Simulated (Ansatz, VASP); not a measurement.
**Two plane-wave programs on Sn**

Contents of POSCAR:

```
Sn
1.0
   -1.9103108088      1.9103108088      1.9103108088
    1.9103108088     -1.9103108088      1.9103108088
    1.9103108088      1.9103108088     -1.9103108088
Sn
1
Direct
    0.0000000000      0.0000000000      0.0000000000
```

INCAR.step1

```
PREC = Accurate ; ENCUT = 520
ISMEAR = -1 ; SIGMA = 0.08
LREAL = False ; LASPH = True
NELM = 60 ; NBANDS = 13
GGA = PE ; ALGO = Normal
EDIFF = 1E-4 ; LWAVE = True
LCHARG = False
```

The input INCAR.step2:

```
PREC = Accurate ; ENCUT = 520
EDIFF = 1E-8 ; ISMEAR = -1
SIGMA = 0.08 ; LREAL = False
LASPH = True ; NELM = 60
ALGO = Normal ; ISIF = 2
LWAVE = False ; LCHARG = False
METAGGA = R2SCAN ; LMIXTAU = True
LEFG = True ; NBANDS = 13
ISTART = 1
```

KPOINTS

```
regular mesh
0
Gamma
  14 14 14
```

Input for Ansatz:

```yaml
crystal:
  lattice:
    - [-1.9103108088, 1.9103108088, 1.9103108088]
    - [1.9103108088, -1.9103108088, 1.9103108088]
    - [1.9103108088, 1.9103108088, -1.9103108088]
  atoms:
    - { symbol: Sn, position: [0.0, 0.0, 0.0] }
kpoints:
  mp_grid: { grid: [14, 14, 14] }
scf:
  occupations: { method: fermi_dirac, width: 0.08 }
hamiltonian:
  xc: r2scan
  pseudopotentials: { kind: paw }
output:
  forces: true
  stress: true
  eigenvalues: true
  efg: { contact_densities: true }
```

Change from the starting cell: volume scaled by 1.025, PAW files.

Alike in both runs: task electric field gradients; functional r2SCAN; k mesh 14 × 14 × 14; occupations fermi-dirac, width 0.08 eV; no spin polarisation.

|  | VASP | Ansatz |
| --- | --- | --- |
| version | VASP 6.6.1 | Ansatz 0.2.0 |
| potentials or method | VASP PAW PBE potentials, release 64 (Sn_d) | PAW with Ansatz's default frozen-core files, scalar-relativistic |
| plane-wave cutoff (eV) | 520 | 500 |
| valence electrons in the cell | 14 | 14 |

```tsv
	VASP	Ansatz	Ansatz less VASP
pressure (GPa)	-1.7	-1.7	+0.01
```

VASP's potentials were made for PBE, not for r2SCAN. The functional is the same, so the differences come from potentials, cutoffs and numerics.
